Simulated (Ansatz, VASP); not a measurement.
# Two plane-wave programs on BaS

File INCAR:

```
SYSTEM = BaS
ALGO = Normal ; EDIFF = 1E-6
ENCUT = 520 ; GGA = PE
ISIF = 2 ; ISMEAR = -1
LASPH = .TRUE. ; LCHARG = .TRUE.
LELF = .TRUE. ; LREAL = .FALSE.
LVHAR = .TRUE. ; LWAVE = .FALSE.
NBANDS = 15 ; NELM = 80
PREC = Accurate ; SIGMA = 0.02
```

The input KPOINTS:

```
k-points
0
G
  8 8 8
  0 0 0
```

File POSCAR:

```
BaS
1.0
    0.0401474484      3.2117958753      3.2117958753
    3.2117958753      0.0401474484      3.2117958753
    3.2519433238      3.2519433238      0.0000000001
Ba S
1 1
Direct
    0.0000000000      0.0000000000      0.0000000000
    0.5000000000      0.5000000000      0.5000000000
```

Input for Ansatz:

```yaml
crystal:
  lattice:
    - [0.0401474484, 3.2117958753, 3.2117958753]
    - [3.2117958753, 0.0401474484, 3.2117958753]
    - [3.2519433238, 3.2519433238, 1.0e-10]
  atoms:
    - { symbol: Ba, position: [0.0, 0.0, 0.0] }
    - { symbol: S, position: [0.5, 0.5, 0.5] }
kpoints:
  mp_grid: { grid: [8, 8, 8] }
  band_path:
    path:
      - [0.0, 0.0, 0.0]
      - [0.5, 0.0, 0.5]
      - [0.625, 0.25, 0.625]
      - [0.375, 0.375, 0.75]
      - [0.5, 0.5, 0.5]
      - [0.5, 0.25, 0.75]
      - [0.5, 0.5, 0.0]
    npoints: 1
hamiltonian:
  xc: pbe
scf:
  occupations: { method: fermi_dirac, width: 0.02 }
  n_extra_bands: 4
output:
  forces: true
  stress: true
  eigenvalues: true
```

Change from the starting cell: shear_xy strain +2.5%.

Alike in both runs: task single point; functional PBE; k mesh 8 × 8 × 8; occupations fermi-dirac, width 0.02 eV; no spin polarisation.

|  | VASP | Ansatz |
| --- | --- | --- |
| version | VASP 6.6.1 | Ansatz 0.2.0 |
| potentials or method | VASP PAW PBE potentials, release 64 (Ba_sv, S) | plane waves, PAW |
| plane-wave cutoff (eV) | 520 | 420 |
| valence electrons in the cell | 16 | 16 |

VASP gave:

- gap on the k mesh at the Fermi level (eV): 2.10
- pressure (GPa): 0.6
- traceless stress, the component that is largest in VASP (GPa): -0.47

Question: Which values does Ansatz return?

Answer: gap on the k mesh at the Fermi level (eV): 2.20; pressure (GPa): 0.1; traceless stress, the component that is largest in VASP (GPa): -0.47.

With one functional, cell and mesh, what is left measures potentials, basis and numerics.

Neither program's run includes spin-orbit coupling.
